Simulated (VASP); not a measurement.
# BeAl (P-6m2) in VASP: further runs

BeAl is run at these levels: PBE; tasks: single point, relaxation of cell and atoms.

Everything below comes from runs of VASP 6.6.1. Logs are shortened: lines on timing, memory, paths and dates and some standing lists are left out, and cuts for length are marked.

## Step 1: The cell of the first run

Symmetry: P-6m2, No. 187, hexagonal system. The conventional cell has a = 2.716 Å, b = 2.716 Å, c = 4.019 Å, α = 90.00°, β = 90.00°, γ = 120.00°. Be (site symmetry -6m2) has 6 Al at 2.55 Å and 6 Be at 2.72 Å within 3.4 Å. Within 3.4 Å of Al (site symmetry -6m2) lie 6 Be at 2.55 Å and 6 Al at 2.72 Å.

## Step 2: Single point, PBE

Input file INCAR:

```
SYSTEM = BeAl
ALGO = Normal ; EDIFF = 1E-6
ENCUT = 520 ; GGA = PE
ISIF = 2 ; ISMEAR = 0
LASPH = .True. ; LCHARG = .True.
LELF = .True. ; LREAL = .False.
LVHAR = .True. ; LWAVE = .False.
NBANDS = 10 ; NELM = 100
PREC = Accurate ; SIGMA = 0.1
```

Input file KPOINTS:

```
k-points
0
Gamma
  24 24 14
  0 0 0
```

Input file POSCAR:

```
BeAl
1.0
    2.7158572617      0.0000000000      0.0000000000
   -1.3579286308      2.3520013817      0.0000000000
    0.0000000000      0.0000000000      4.0190678217
Be Al
1 1
Direct
    0.0000000000      0.0000000000      0.0000000000
    0.3333333333      0.6666666667      0.5000000000
```

Potentials or basis: VASP PAW PBE potentials, release 64 (Be, Al).

Command:

```bash
$ cat potpaw_PBE.64/Be/POTCAR potpaw_PBE.64/Al/POTCAR > POTCAR
$ mpirun -np 1 vasp_std > vasp.out
```

OUTCAR:

```text
SYSTEM = BeAl
   EDIFF = 1E-6
   ENCUT = 520
   GGA = PE
   ISIF = 2
   ISMEAR = 0
   LASPH = .True.
   LREAL = .False.
   NELM = 100
   PREC = Accurate

 ion  position               nearest neighbor table
   1  0.000  0.000  0.000-   2 2.55   2 2.55   2 2.55   2 2.55   2 2.55   2 2.55
   2  0.333  0.667  0.500-   1 2.55   1 2.55   1 2.55   1 2.55   1 2.55   1 2.55

  LATTYP: Found a hexagonal cell.
 ALAT       =     2.7158572617
 C/A-ratio  =     1.4798523760

  Lattice vectors:

 A1 = (   2.7158572617,   0.0000000000,   0.0000000000)
 A2 = (  -1.3579286308,   2.3520013817,   0.0000000000)
 A3 = (   0.0000000000,   0.0000000000,   4.0190678217)

Analysis of symmetry for initial positions (statically):
=====================================================================
 Subroutine PRICEL returns:
 Original cell was already a primitive cell.

 Routine SETGRP: Setting up the symmetry group for a
 hexagonal supercell.

 Subroutine GETGRP returns: Found 12 space group operations
 (whereof 12 operations were pure point group operations)
 out of a pool of 24 trial point group operations.

The static configuration has the point symmetry D_3h.

Analysis of symmetry for dynamics (positions and initial velocities):
=====================================================================
 Subroutine PRICEL returns:
 Original cell was already a primitive cell.

 Routine SETGRP: Setting up the symmetry group for a
 hexagonal supercell.

 Subroutine GETGRP returns: Found 12 space group operations
 (whereof 12 operations were pure point group operations)
 out of a pool of 24 trial point group operations.

The dynamic configuration has the point symmetry D_3h.

 Subroutine INISYM returns: Found 12 space group operations
 (whereof 12 operations are pure point group operations),
 and found     1 'primitive' translations

----------------------------------------------------------------------------------------

                                     Primitive cell

  volume of cell :      25.6726

  direct lattice vectors                    reciprocal lattice vectors
     2.715857262  0.000000000  0.000000000     0.368207864  0.212584909  0.000000000
    -1.357928631  2.352001382  0.000000000     0.000000000  0.425169818  0.000000000
     0.000000000  0.000000000  4.019067822     0.000000000  0.000000000  0.248813915

  length of vectors
     2.715857262  2.715857262  4.019067822     0.425169818  0.425169818  0.248813915

  position of ions in fractional coordinates (direct lattice)
     0.000000000  0.000000000  0.000000000
     0.333333333  0.666666667  0.500000000

  ion indices of the primitive-cell ions
   primitive index   ion index
                 1           1
                 2           2

----------------------------------------------------------------------------------------

 KPOINTS: k-points

Automatic generation of k-mesh.
 Grid dimensions read from file:
 generate k-points for:   24   24   14

 Generating k-lattice:

  Cartesian coordinates                     Fractional coordinates (reciprocal lattice)
     0.015341994  0.008857705  0.000000000     0.041666667  0.000000000  0.000000000
     0.000000000  0.017715409  0.000000000     0.000000000  0.041666667  0.000000000
     0.000000000  0.000000000  0.017772423     0.000000000  0.000000000  0.071428571

  Length of vectors
     0.017715409  0.017715409  0.017772423

  Shift w.r.t. Gamma in fractional coordinates (k-lattice)
     0.000000000  0.000000000  0.000000000

 Subroutine IBZKPT returns following result:
 ===========================================

 Found    488 irreducible k-points:

 Following reciprocal coordinates:
            Coordinates               Weight
  0.000000  0.000000  0.000000      1.000000
  0.041667 -0.000000  0.000000      6.000000
  0.083333 -0.000000  0.000000      6.000000
  0.125000 -0.000000  0.000000      6.000000
  0.166667  0.000000  0.000000      6.000000
  0.208333 -0.000000  0.000000      6.000000
[... 16 lines left out ...]
  0.416667  0.041667  0.000000     12.000000
  0.458333  0.041667  0.000000     12.000000
 [... further k-points ...]
   k-points           NKPTS =    488   k-points in BZ     NKDIM =    488   number of bands    NBANDS=     10
   number of dos      NEDOS =    301   number of ions     NIONS =      2
   total plane-waves  NPLWV =  12000
   dimension x,y,z NGX =    20 NGY =   20 NGZ =   30
   dimension x,y,z NGXF=    40 NGYF=   40 NGZF=   60
   ions per type =               1   1
   NGX,Y,Z   is equivalent  to a cutoff of  12.24, 12.24, 12.41 a.u.
   NGXF,Y,Z  is equivalent  to a cutoff of  24.49, 24.49, 24.82 a.u.
 SYSTEM =  BeAl
   PREC   = accura    normal or accurate (medium, high low for compatibility)
   ISTART =      0    job   : 0-new  1-cont  2-samecut
   ICHARG =      2    charge: 1-file 2-atom 10-const
   ISPIN  =      1    spin polarized calculation?
   LNONCOLLINEAR =      F non collinear calculations
   LSORBIT =      F    spin-orbit coupling
   LASPH  =      T    aspherical Exc in radial PAW
   ENCUT  =  520.0 eV  38.22 Ry    6.18 a.u.   5.05  5.05  7.47*2*pi/ulx,y,z
   NELM   =    100;   NELMIN=  2; NELMDL= -5     # of ELM steps
   EDIFF  = 0.1E-05   stopping-criterion for ELM
   LREAL  =      F    real-space projection
   EDIFFG = 0.1E-04   stopping-criterion for IOM
   NSW    =      0    number of steps for IOM
   IBRION =     -1    ionic relax: 0-MD 1-quasi-New 2-CG
   NFREE  =      0    steps in history (QN), initial steepest desc. (CG)
   ISIF   =      2    stress and relaxation
   ISYM   =      2    0-nonsym 1-usesym 2-fastsym
   POTIM  = 0.5000    time-step for ionic-motion
   TEBEG  =    0.0;   TEEND  =   0.0 temperature during run
   PSTRESS=    0.0 pullay stress
   NELECT =       5.0000    total number of electrons
   NUPDOWN=      -1.0000    fix difference up-down
   EMIN   =  10.00;   EMAX   =-10.00  energy-range for DOS
   EFERMI =   0.00;   METHOD = LEGACY
   ISMEAR =     0;   SIGMA  =   0.10  broadening in eV -4-tet -1-fermi 0-gaus
   EFERMI_NEDOS =   21; number of points for ismear=-14 and -15
   IALGO  =     38    algorithm
   IMIX   =      4    mixing-type and parameters
     AMIX     =   0.40;   BMIX     =  1.00
     AMIX_MAG =   1.60;   BMIX_MAG =  1.00
  volume/ion in A,a.u.               =      12.84        86.62
  Fermi-wavevector in a.u.,A,eV,Ry     =   0.948946  1.793248 12.252029  0.900499
  Thomas-Fermi vector in A             =   2.077183
   LORBIT       =      0    0 simple, 1 ext, 2 COOP (PROOUT), +10 PAW based schemes
   GGA     = PE    functional components
   LHFCALC =     F    Hartree Fock is set to
   AEXX    =    0.0000 exact exchange contribution
   IVDW    =     0    specifies the selected vdW correction
   LEPSILON=     F    determine dielectric tensor
   LRPA    =     F    only Hartree local field effects (RPA)
 non-spin polarized calculation
 Gauss-broadening in eV      SIGMA  =   0.10
  energy-cutoff  :      520.00
  volume of cell :       25.67
 maximum number of plane-waves:       711
   NGX = 11   NGY = 11   NGZ = 15

 number of electron       5.0000000 magnetization

 Free energy of the ion-electron system (eV)
  ---------------------------------------------------
  ext. energy  EPLUGINS =         0.00000000
  ---------------------------------------------------
  free energy    TOTEN  =        -6.83030775 eV

  energy without entropy =       -6.82664633  energy(sigma->0) =       -6.82847704

 E-fermi :   7.2700     XC(G=0): -10.1702

 val. band max:        7.2617296269   @ k =   0.2917   0.1250   0.2143
 cond. band min:       7.2702571723   @ k =   0.3750   0.2500   0.3571
 fundamental gap:      0.0085275454
 Fermi energy:         7.2700320619

 k-point     1 :       0.0000    0.0000    0.0000
  band No.  band energies     occupation
      1      -3.8291      2.00000
      2       3.5552      2.00000
      3       5.9728      2.00000
      4      16.9573      0.00000
      5      16.9573      0.00000
      6      20.9501      0.00000
      7      20.9501      0.00000
      8      23.7281      0.00000
      9      24.1378      0.00000
     10      24.1494      0.00000

 k-point     2 :       0.0417   -0.0000    0.0000
  band No.  band energies     occupation
      1      -3.7853      2.00000
      2       3.5980      2.00000
      3       6.0056      2.00000
      4      16.6083      0.00000
      5      16.7858      0.00000
      6      20.5785      0.00000
      7      21.1236      0.00000
      8      23.3071      0.00000
      9      23.8914      0.00000
     10      24.1722      0.00000

 k-point     3 :       0.0833   -0.0000    0.0000
  band No.  band energies     occupation
      1      -3.6539      2.00000
      2       3.7262      2.00000
      3       6.1031      2.00000
      4      15.6776      0.00000
      5      16.3604      0.00000
      6      19.9490      0.00000
      7      21.4974      0.00000
      8      22.4201      0.00000
      9      23.1564      0.00000
     10      24.1924      0.00000

 k-point     4 :       0.1250   -0.0000    0.0000
  band No.  band energies     occupation
      1      -3.4352      2.00000
      2       3.9398      2.00000
      3       6.2620      2.00000
      4      14.4171      0.00000
      5      15.8254      0.00000
      6      19.3348      0.00000
      7      21.5000      0.00000
      8      21.7657      0.00000
      9      22.0049      0.00000
     10      24.5256      0.00000

 k-point     5 :       0.1667    0.0000    0.0000
  band No.  band energies     occupation
      1      -3.1298      2.00000
      2       4.2382      2.00000
      3       6.4744      2.00000
      4      13.0341      0.00000
      5      15.2720      0.00000
      6      18.7091      0.00000
      7      20.5818      0.00000
      8      20.6225      0.00000
      9      21.7590      0.00000
     10      25.1076      0.00000

 k-point     6 :       0.2083   -0.0000    0.0000
  band No.  band energies     occupation
      1      -2.7383      2.00000
      2       4.6206      2.00000
      3       6.7212      2.00000
      4      11.6534      0.00000
      5      14.7457      0.00000
      6      18.0176      0.00000
      7      19.1594      0.00000
      8      19.7307      0.00000
      9      21.5654      0.00000
     10      24.4883      0.00000
[... 183 lines left out ...]
 k-point    21 :       0.3333    0.0417    0.0000
  band No.  band energies     occupation
      1      -0.6733      2.00000
      2       6.0222      2.00000
      3       6.6180      2.00000
      4       9.2156      0.00000
      5      12.8761      0.00000
      6      14.3049      0.00000
      7      15.1901      0.00000
      8      18.1037      0.00000
      9      20.5787      0.00000
     10      21.7689      0.00000

 k-point    22 :       0.3750    0.0417    0.0000
  band No.  band energies     occupation
      1       0.0901      2.00000
      2       4.9769      2.00000
      3       7.3270      0.42073
      4       9.6083      0.00000
      5      12.5866      0.00000
      6      13.1008      0.00000
      7      14.3395      0.00000
      8      17.8504      0.00000
      9      20.4094      0.00000
     10      21.5093      0.00000

 k-point    23 :       0.4167    0.0417    0.0000
  band No.  band energies     occupation
      1       0.9291      2.00000
      2       3.9009      2.00000
      3       8.0435      0.00000
      4      10.1111      0.00000
      5      12.0517      0.00000
      6      12.3108      0.00000
      7      13.6539      0.00000
      8      17.6824      0.00000
      9      20.2949      0.00000
     10      21.3361      0.00000

 k-point    24 :       0.4583    0.0417    0.0000
  band No.  band energies     occupation
      1       1.8261      2.00000
      2       2.8763      2.00000
      3       8.6038      0.00000
      4      10.5350      0.00000
      5      11.3245      0.00000
      6      12.0458      0.00000
      7      13.2721      0.00000
      8      17.5985      0.00000
      9      20.2372      0.00000
     10      21.2494      0.00000

 [... further k-points ...]
[... 5 lines left out ...]
  --------------------------------------------------------------------------------------
  -------------------------------------------------------------------------------------
  Total        0.0000350      0.0000350      0.0025334      0.0000000      0.0000000     -0.0000000
  in kB        0.0021852      0.0021852      0.1581042      0.0000000      0.0000000     -0.0000000
  external PRESSURE =       0.0541582 kB  Pullay stress =       0.0000000 kB

 VOLUME and BASIS-vectors are now :
 -----------------------------------------------------------------------------
  energy-cutoff  :      520.00
  volume of cell :       25.67
      direct lattice vectors                 reciprocal lattice vectors
     2.715857262  0.000000000  0.000000000     0.368207864  0.212584909  0.000000000
    -1.357928631  2.352001382  0.000000000     0.000000000  0.425169818  0.000000000
     0.000000000  0.000000000  4.019067822     0.000000000  0.000000000  0.248813915

 POSITION                                       TOTAL-FORCE (eV/Angst)
 -----------------------------------------------------------------------------------
      0.00000      0.00000      0.00000        -0.000000     -0.000000      0.000000
     -0.00000      1.56800      2.00953         0.000000      0.000000      0.000000
 -----------------------------------------------------------------------------------
    total drift:                                0.000000     -0.000000      0.000000

  FREE ENERGIE OF THE ION-ELECTRON SYSTEM (eV)
  ---------------------------------------------------
  free  energy   TOTEN  =        -6.8303077477 eV

  energy  without entropy=       -6.8266463310  energy(sigma->0) =       -6.82847704
```

Run time: 53 s. Hardware: 1 thread of Intel Xeon Platinum 8259CL at 2.50GHz (Skylake/Cascade Lake), shared host; peak memory 0.23 GiB.

What came out:

```yaml
Free_energy: -6.8303 eV
Pressure: 0.0 GPa
```

(Continued in part 2 of 3.)
